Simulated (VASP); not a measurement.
# Nb (R-3m) in VASP: further runs, part 2 of 2

VASP 6.6.1. Earlier steps stand in the parts before.

**5. Single point, PBE**

This run uses another cell than the first one, of the same volume but with other edges.

Contents of INCAR:

```
PREC     = Accurate       # precision mode
ENCUT    = 520            # plane-wave cutoff, eV
EDIFF    = 1E-6           # SCF threshold, eV
ISMEAR   = 0              # smearing method
SIGMA    = 0.15           # smearing width, eV
LREAL    = F              # projectors in reciprocal space
LASPH    = T              # aspherical terms in the spheres
NELM     = 80             # most SCF steps
ALGO     = Fast           # electronic algorithm
ISIF     = 2              # what is computed and relaxed
LWAVE    = F              # write WAVECAR
LCHARG   = T              # write CHGCAR
GGA      = PE             # functional
LELF     = T              # ELF
LVHAR    = T            
NBANDS   = 12             # bands
```

Contents of KPOINTS:

```
Automatic mesh
0
Gamma
  22 22 22
```

Contents of POSCAR:

```
Nb
1.0
   -2.2358749875      1.7097867552      1.7097867552
    1.7097867552     -2.2358749875      1.7097867552
    1.7097867552      1.7097867552     -2.2358749875
Nb
1
Direct
    0.0000000000      0.0000000000      0.0000000000
```

Potentials or basis: VASP PAW PBE potentials, release 64 (Nb_sv).

Started as:

```
$ cat potpaw_PBE.64/Nb_sv/POTCAR > POTCAR
$ mpirun -np 1 vasp_std > vasp.out
```

OUTCAR:

```text
PREC = Accurate
   ENCUT = 520
   EDIFF = 1E-6
   ISMEAR = 0
   LREAL = F
   LASPH = T
   NELM = 80
   ISIF = 2
   GGA = PE

 ion  position               nearest neighbor table
   1  0.000  0.000  0.000-

  LATTYP: Found a trigonal (rhomboedric) cell.
 ALAT       =     3.2933081326
 COS(alpha) =    -0.4354066986

  Lattice vectors:

 A1 = (  -2.2358749875,   1.7097867552,   1.7097867552)
 A2 = (   1.7097867552,  -2.2358749875,   1.7097867552)
 A3 = (   1.7097867552,   1.7097867552,  -2.2358749875)

Analysis of symmetry for initial positions (statically):
=====================================================================
 Subroutine PRICEL returns:
 Original cell was already a primitive cell.

 Routine SETGRP: Setting up the symmetry group for a
 trigonal (rhombohedral) supercell.

 Subroutine GETGRP returns: Found 12 space group operations
 (whereof 12 operations were pure point group operations)
 out of a pool of 12 trial point group operations.

The static configuration has the point symmetry D_3d.

Analysis of symmetry for dynamics (positions and initial velocities):
=====================================================================
 Subroutine PRICEL returns:
 Original cell was already a primitive cell.

 Routine SETGRP: Setting up the symmetry group for a
 trigonal (rhombohedral) supercell.

 Subroutine GETGRP returns: Found 12 space group operations
 (whereof 12 operations were pure point group operations)
 out of a pool of 12 trial point group operations.

The dynamic configuration has the point symmetry D_3d.

 Subroutine INISYM returns: Found 12 space group operations
 (whereof 12 operations are pure point group operations),
 and found     1 'primitive' translations

----------------------------------------------------------------------------------------

                                     Primitive cell

  volume of cell :      18.4281

  direct lattice vectors                    reciprocal lattice vectors
    -2.235874987  1.709786755  1.709786755     0.112641294  0.366084206  0.366084206
     1.709786755 -2.235874987  1.709786755     0.366084206  0.112641294  0.366084206
     1.709786755  1.709786755 -2.235874987     0.366084206  0.366084206  0.112641294

  length of vectors
     3.293308133  3.293308133  3.293308133     0.529833325  0.529833325  0.529833325

  position of ions in fractional coordinates (direct lattice)
     0.000000000  0.000000000  0.000000000

  ion indices of the primitive-cell ions
   primitive index   ion index
                 1           1

----------------------------------------------------------------------------------------

 KPOINTS: Automatic mesh

Automatic generation of k-mesh.
 Grid dimensions read from file:
 generate k-points for:   22   22   22

 Generating k-lattice:

  Cartesian coordinates                     Fractional coordinates (reciprocal lattice)
     0.005120059  0.016640191  0.016640191     0.045454545  0.000000000  0.000000000
     0.016640191  0.005120059  0.016640191     0.000000000  0.045454545  0.000000000
     0.016640191  0.016640191  0.005120059    -0.000000000 -0.000000000  0.045454545

  Length of vectors
     0.024083333  0.024083333  0.024083333

  Shift w.r.t. Gamma in fractional coordinates (k-lattice)
     0.000000000  0.000000000  0.000000000

 Subroutine IBZKPT returns following result:
 ===========================================

 Found   1024 irreducible k-points:

 Following reciprocal coordinates:
            Coordinates               Weight
  0.000000  0.000000  0.000000      1.000000
  0.045455 -0.000000 -0.000000      6.000000
  0.090909 -0.000000 -0.000000      6.000000
  0.136364 -0.000000 -0.000000      6.000000
  0.181818  0.000000  0.000000      6.000000
  0.227273 -0.000000 -0.000000      6.000000
[... 16 lines left out ...]
  0.500000  0.045455  0.000000     12.000000
 -0.454545  0.045455  0.000000     12.000000
 [... further k-points ...]
   k-points           NKPTS =   1024   k-points in BZ     NKDIM =   1024   number of bands    NBANDS=     12
   number of dos      NEDOS =    301   number of ions     NIONS =      1
   total plane-waves  NPLWV =  13824
   dimension x,y,z NGX =    24 NGY =   24 NGZ =   24
   dimension x,y,z NGXF=    48 NGYF=   48 NGZF=   48
   ions per type =               1
   NGX,Y,Z   is equivalent  to a cutoff of  12.12, 12.12, 12.12 a.u.
   NGXF,Y,Z  is equivalent  to a cutoff of  24.23, 24.23, 24.23 a.u.
 SYSTEM =  unknown system
   PREC   = accura    normal or accurate (medium, high low for compatibility)
   ISTART =      0    job   : 0-new  1-cont  2-samecut
   ICHARG =      2    charge: 1-file 2-atom 10-const
   ISPIN  =      1    spin polarized calculation?
   LNONCOLLINEAR =      F non collinear calculations
   LSORBIT =      F    spin-orbit coupling
   LASPH  =      T    aspherical Exc in radial PAW
   ENCUT  =  520.0 eV  38.22 Ry    6.18 a.u.   6.12  6.12  6.12*2*pi/ulx,y,z
   NELM   =     80;   NELMIN=  2; NELMDL= -5     # of ELM steps
   EDIFF  = 0.1E-05   stopping-criterion for ELM
   LREAL  =      F    real-space projection
   EDIFFG = 0.1E-04   stopping-criterion for IOM
   NSW    =      0    number of steps for IOM
   IBRION =     -1    ionic relax: 0-MD 1-quasi-New 2-CG
   NFREE  =      0    steps in history (QN), initial steepest desc. (CG)
   ISIF   =      2    stress and relaxation
   ISYM   =      2    0-nonsym 1-usesym 2-fastsym
   POTIM  = 0.5000    time-step for ionic-motion
   TEBEG  =    0.0;   TEEND  =   0.0 temperature during run
   PSTRESS=    0.0 pullay stress
   NELECT =      13.0000    total number of electrons
   NUPDOWN=      -1.0000    fix difference up-down
   EMIN   =  10.00;   EMAX   =-10.00  energy-range for DOS
   EFERMI =   0.00;   METHOD = LEGACY
   ISMEAR =     0;   SIGMA  =   0.15  broadening in eV -4-tet -1-fermi 0-gaus
   EFERMI_NEDOS =   21; number of points for ismear=-14 and -15
   IALGO  =     68    algorithm
   IMIX   =      4    mixing-type and parameters
     AMIX     =   0.40;   BMIX     =  1.00
     AMIX_MAG =   1.60;   BMIX_MAG =  1.00
  volume/ion in A,a.u.               =      18.43       124.36
  Fermi-wavevector in a.u.,A,eV,Ry     =   1.457345  2.753983 28.896790  2.123854
  Thomas-Fermi vector in A             =   2.574157
   LORBIT       =      0    0 simple, 1 ext, 2 COOP (PROOUT), +10 PAW based schemes
   GGA     = PE    functional components
   LHFCALC =     F    Hartree Fock is set to
   AEXX    =    0.0000 exact exchange contribution
   IVDW    =     0    specifies the selected vdW correction
   LEPSILON=     F    determine dielectric tensor
   LRPA    =     F    only Hartree local field effects (RPA)
 non-spin polarized calculation
 RMM-DIIS sequential band-by-band and
 Gauss-broadening in eV      SIGMA  =   0.15
  energy-cutoff  :      520.00
  volume of cell :       18.43
 maximum number of plane-waves:       515
   NGX = 13   NGY = 13   NGZ = 13

 number of electron      13.0000001 magnetization

 Free energy of the ion-electron system (eV)
  ---------------------------------------------------
  ext. energy  EPLUGINS =         0.00000000
  ---------------------------------------------------
  free energy    TOTEN  =        -7.94863411 eV

  energy without entropy =       -7.94265476  energy(sigma->0) =       -7.94564443

 E-fermi :  11.0064     XC(G=0): -12.1038

 val. band max:       11.0053249528   @ k =  -0.1818   0.4545   0.0909
 cond. band min:      11.0064389844   @ k =   0.2273   0.1818  -0.0000
 fundamental gap:      0.0011140315
 Fermi energy:        11.0064165788

 k-point     1 :       0.0000    0.0000    0.0000
  band No.  band energies     occupation
      1     -44.9419      2.00000
      2     -20.2248      2.00000
      3     -20.2248      2.00000
      4     -15.3218      2.00000
      5       4.5806      2.00000
      6       7.7763      2.00000
      7       9.8621      2.00000
      8       9.8621      2.00000
      9      19.6876      0.00000
     10      19.6876      0.00000
     11      20.4534      0.00000
     12      27.5276      0.00000
[... 331 lines left out ...]
 k-point    24 :      -0.4545    0.0455    0.0000
  band No.  band energies     occupation
      1     -42.7336      2.00000
      2     -24.1831      2.00000
      3     -19.0075      2.00000
      4     -18.8687      2.00000
      5       6.6098      2.00000
      6       7.8709      2.00000
      7      12.5871      0.00000
      8      13.0430      0.00000
      9      15.1120      0.00000
     10      18.5648      0.00000
     11      22.7498      0.00000
     12      26.9871      0.00000

 [... further k-points ...]
[... 5 lines left out ...]
  --------------------------------------------------------------------------------------
  -------------------------------------------------------------------------------------
  Total        5.9067230      5.9067230      5.9067230      7.6332152      7.6332152      7.6332152
  in kB      513.5424876    513.5424876    513.5424876    663.6472228    663.6472228    663.6472228
  external PRESSURE =     513.5424876 kB  Pullay stress =       0.0000000 kB

 VOLUME and BASIS-vectors are now :
 -----------------------------------------------------------------------------
  energy-cutoff  :      520.00
  volume of cell :       18.43
      direct lattice vectors                 reciprocal lattice vectors
    -2.235874987  1.709786755  1.709786755     0.112641294  0.366084206  0.366084206
     1.709786755 -2.235874987  1.709786755     0.366084206  0.112641294  0.366084206
     1.709786755  1.709786755 -2.235874987     0.366084206  0.366084206  0.112641294

 POSITION                                       TOTAL-FORCE (eV/Angst)
 -----------------------------------------------------------------------------------
      0.00000      0.00000      0.00000         0.000000     -0.000000      0.000000
 -----------------------------------------------------------------------------------
    total drift:                               -0.000000     -0.000000      0.000000

  FREE ENERGIE OF THE ION-ELECTRON SYSTEM (eV)
  ---------------------------------------------------
  free  energy   TOTEN  =        -7.9486341104 eV

  energy  without entropy=       -7.9426547559  energy(sigma->0) =       -7.94564443
```

Wall time 4.7 min (1 thread of AMD EPYC 9R14 (Zen 4), shared host); peak memory 0.3 GiB.

What came out:

```yaml
Free_energy: -7.9486 eV
Pressure: 51.4 GPa
Band_gap_on_the_k_mesh: zero (an odd number of electrons rules out a gap without spin polarisation)
```

Stress tensor (GPa, compression positive):
```
51.35 66.36 66.36
66.36 51.35 66.36
66.36 66.36 51.35
```

Caveat: atoms lie so close that the PAW spheres overlap strongly, which falsifies energies and pressures; the cell stands under pressure.

**6. Single point, PBE**

This run uses another cell than the first one, of the same volume but with other edges.

Contents of INCAR:

```
SYSTEM = Nb
PREC = Accurate ; ENCUT = 520
EDIFF = 1E-6 ; ISMEAR = 0
SIGMA = 0.15 ; LREAL = .False.
LASPH = .True. ; NELM = 80
ALGO = Fast ; ISIF = 2
LWAVE = .False. ; LCHARG = .True.
GGA = PE ; LELF = .True.
LVHAR = .True. ; NBANDS = 12
```

Contents of KPOINTS:

```
regular mesh
0
Gamma
  22 22 22
  0 0 0
```

Contents of POSCAR:

```
Nb
1.0
   -1.8444062953      1.6687485529      1.6687485529
    1.6687485529     -1.8444062953      1.6687485529
    1.6687485529      1.6687485529     -1.8444062953
Nb
1
Direct
    0.0000000000      0.0000000000      0.0000000000
```

Potentials or basis: VASP PAW PBE potentials, release 64 (Nb_sv).

Started as:

```
$ cat potpaw_PBE.64/Nb_sv/POTCAR > POTCAR
$ mpirun -np 1 vasp_std > vasp.out
```

OUTCAR:

```text
SYSTEM = Nb
   PREC = Accurate
   ENCUT = 520
   EDIFF = 1E-6
   ISMEAR = 0
   LREAL = .False.
   LASPH = .True.
   NELM = 80
   ISIF = 2
   GGA = PE

 ion  position               nearest neighbor table
   1  0.000  0.000  0.000-

  LATTYP: Found a trigonal (rhomboedric) cell.
 ALAT       =     2.9952091826
 COS(alpha) =    -0.3757523646

  Lattice vectors:

 A1 = (  -1.8444062953,   1.6687485529,   1.6687485529)
 A2 = (   1.6687485529,  -1.8444062953,   1.6687485529)
[... 532 lines left out ...]
      4     -18.9877      2.00000
      5       7.3574      2.00000
      6       9.5442      2.00000
      7      12.8537      0.00000
      8      13.8088      0.00000
      9      14.2541      0.00000
     10      16.6974      0.00000
     11      22.3049      0.00000
     12      24.0794      0.00000

 [... further k-points ...]
[... 5 lines left out ...]
  --------------------------------------------------------------------------------------
  -------------------------------------------------------------------------------------
  Total       -0.0486138     -0.0486138     -0.0486138      0.5718675      0.5718675      0.5718675
  in kB       -4.2265865     -4.2265865     -4.2265865     49.7193250     49.7193250     49.7193250
  external PRESSURE =      -4.2265865 kB  Pullay stress =       0.0000000 kB

 VOLUME and BASIS-vectors are now :
 -----------------------------------------------------------------------------
  energy-cutoff  :      520.00
  volume of cell :       18.43
      direct lattice vectors                 reciprocal lattice vectors
    -1.844406295  1.668748553  1.668748553     0.033487581  0.318132023  0.318132023
     1.668748553 -1.844406295  1.668748553     0.318132023  0.033487581  0.318132023
     1.668748553  1.668748553 -1.844406295     0.318132023  0.318132023  0.033487581

 POSITION                                       TOTAL-FORCE (eV/Angst)
 -----------------------------------------------------------------------------------
      0.00000      0.00000      0.00000        -0.000000      0.000000      0.000000
 -----------------------------------------------------------------------------------
    total drift:                               -0.000000      0.000000      0.000000

  FREE ENERGIE OF THE ION-ELECTRON SYSTEM (eV)
  ---------------------------------------------------
  free  energy   TOTEN  =       -10.1638203262 eV

  energy  without entropy=      -10.1507925751  energy(sigma->0) =      -10.15730645
```

stdout:

```text
POSCAR found type information on POSCAR Nb
 POSCAR found :  1 types and       1 ions
 scaLAPACK will be used
 LDA part: xc-table for (Slater+PW92), standard interpolation
 POSCAR, INCAR and KPOINTS ok, starting setup
 FFT: planning ... GRIDC
 FFT: planning ... GRID_SOFT
 FFT: planning ... GRID
 WAVECAR not read
 entering main loop
WARNING in EDDRMM: call to ZHEGV failed, returncode =   8  4     11
WARNING in EDDRMM: call to ZHEGV failed, returncode =   8  4      6
WARNING in EDDRMM: call to ZHEGV failed, returncode =   8  4     11
```

Wall time 4.3 min (1 thread of AMD EPYC 9R14 (Zen 4), shared host); peak memory 0.3 GiB.

Results:

| Item | Value |
| --- | --- |
| Free energy | -10.1638 eV |
| Pressure | -0.4 GPa |
| Band gap on the k mesh | zero (an odd number of electrons rules out a gap without spin polarisation) |

**7. The runs side by side**

| cell | gap on the mesh (eV) | pressure (GPa) |
| --- | --- | --- |
| a = 3.477 Å, angles 117.0°, 1 atom | none | 128.6 |
| a = 3.140 Å, angles 114.3°, 1 atom | none | 14.8 |
| a = 2.708 Å, angles 101.6°, 1 atom | none | 4.0 |
| a = 3.293 Å, angles 115.8°, 1 atom | none | 51.4 |
| a = 2.995 Å, angles 112.1°, 1 atom | none | -0.4 |

Alike in all rows: task single point; level PBE; potentials or basis VASP PAW PBE potentials, release 64 (Nb_sv); no spin polarisation; k mesh 22 × 22 × 22; cutoff (eV) 520; smearing gaussian 0.15 eV.

Caveats: the cell stands under pressure (at least some runs); atoms lie so close that the PAW spheres overlap strongly, which falsifies energies and pressures (at least some runs).

Total energies depend on the potentials used, so only differences within one code and one set of settings carry meaning.
